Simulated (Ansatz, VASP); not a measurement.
# Two plane-wave programs on C

POSCAR

```
C
1.0
    0.0000000000      1.7801241434      1.7801241434
    1.7801241434      0.0000000000      1.7801241434
    1.7801241434      1.7801241434      0.0000000000
C
2
Direct
    0.0000000000      0.0000000000      0.0000000000
    0.2500000000      0.2500000000      0.2500000000
```

File INCAR.step1:

```
  ALGO = Normal
  EDIFF = 1E-5
  ENCUT = 1430
  GGA = PE
  GGA_COMPAT = False
  ISMEAR = 0
  LASPH = True
  LCHARG = False
  LREAL = False
  LWAVE = True
  NBANDS = 11
  NELM = 120
  PREC = Accurate
  SIGMA = 0.01
```

The input INCAR.step2:

```
  ALGO = Normal
  EDIFF = 1E-6
  ENCUT = 1430
  GGA_COMPAT = False
  ISIF = 2
  ISMEAR = 0
  ISTART = 1
  LASPH = True
  LCHARG = False
  LMIXTAU = True
  LREAL = False
  LWAVE = False
  METAGGA = R2SCAN
  NBANDS = 11
  NELM = 120
  PREC = Accurate
  SIGMA = 0.01
```

Contents of KPOINTS:

```
k-points
0
Gamma
  12 12 12
```

Input for Ansatz:

```yaml
crystal:
  lattice:
    - [0.0, 1.7801241434, 1.7801241434]
    - [1.7801241434, 0.0, 1.7801241434]
    - [1.7801241434, 1.7801241434, 0.0]
  atoms:
    - { symbol: C, position: [0.0, 0.0, 0.0] }
    - { symbol: C, position: [0.25, 0.25, 0.25] }
kpoints:
  mp_grid: { grid: [12, 12, 12] }
  band_path:
    path:
      - [0.0, 0.0, 0.0]
      - [0.5, 0.0, 0.5]
      - [0.625, 0.25, 0.625]
      - [0.375, 0.375, 0.75]
      - [0.5, 0.5, 0.5]
      - [0.5, 0.25, 0.75]
      - [0.35, 0.0, 0.35]
    npoints: 1
hamiltonian:
  xc: r2scan
scf:
  occupations: { method: fixed }
  n_extra_bands: 4
output:
  forces: true
  stress: true
  eigenvalues: true
```

Alike in both runs: task single point; functional r2SCAN; k mesh 12 × 12 × 12; no spin polarisation.

```csv
,VASP,Ansatz
version,VASP 6.6.1,Ansatz 0.2.0
potentials or method,"VASP PAW PBE potentials, release 64 (C_h)","plane waves, PAW"
plane-wave cutoff (eV),1430,500
occupations,"gaussian, width 0.01 eV",fixed
valence electrons in the cell,8,8
```

VASP gave:

```
gap on the k mesh at the Fermi level (eV) : 4.39
pressure (GPa)                            : -0.6
```

Q: What did Ansatz give for the same quantities?

A: gap on the k mesh at the Fermi level (eV): 4.39; pressure (GPa): 0.0.

VASP's potentials were made for PBE, not for r2SCAN.
